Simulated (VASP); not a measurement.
Set up this calculation in VASP 6.6.1, as the native input.

| Property | Result |
| --- | --- |
| Task | single point |
| Functional | PBE |
| Potentials or basis | VASP PAW PBE potentials, release 64 (B, N) |
| Cutoff | 520 eV |
| k mesh | 6 × 6 × 2 |
| Occupations | gaussian, width 0.1 eV |
| Spin | no spin polarisation |
| Dipole correction | no |
| Further INCAR settings | ALGO = Normal; EDIFF = 1e-06; NBANDS = 26 |

The structure of BN lies in POSCAR:

```
BN
1.0
    2.5585553649      0.0000000000      0.0000000000
   -1.2792776824      2.2157739430      0.0000000000
    0.0000000000      0.0000000000      8.4091843599
B N
4 4
Direct
    0.0000000000      0.0000000000      0.0933732173
    0.0000000000      0.0000000000      0.5933732173
    0.3333333333      0.6666666667      0.3440583362
    0.6666666667      0.3333333333      0.8440583362
    0.0000000000      1.0000000000      0.4067451358
    0.0000000000      0.0000000000      0.9067451358
    0.3333333333      0.6666666667      0.1558233107
    0.6666666667      0.3333333333      0.6558233107
```

The input as run:

INCAR

```
PREC = Accurate
ENCUT = 520
EDIFF = 1E-6
ISMEAR = 0
SIGMA = 0.1
LREAL = F
LASPH = T
NELM = 80
ALGO = Normal
ISIF = 2
LWAVE = F
LCHARG = F
GGA = PE
NBANDS = 26
```

KPOINTS

```
regular mesh
0
Gamma
  6 6 2
```

Potentials or basis: VASP PAW PBE potentials, release 64 (B, N).

Command:

```sh
$ cat potpaw_PBE.64/B/POTCAR potpaw_PBE.64/N/POTCAR > POTCAR
$ mpirun -np 1 vasp_std > vasp.out
```

Results of the run:

```json
{"Pressure": "0.3 GPa", "Band gap on the k mesh": "5.49 eV, indirect (least direct gap 7.50 eV)"}
```

Caveat: the k points lie up to 0.47 Å⁻¹ apart.

It took 13 s on 1 thread of Intel(R) Xeon(R) Platinum 8488C (Sapphire Rapids) (shared host), peak memory 0.16 GiB.
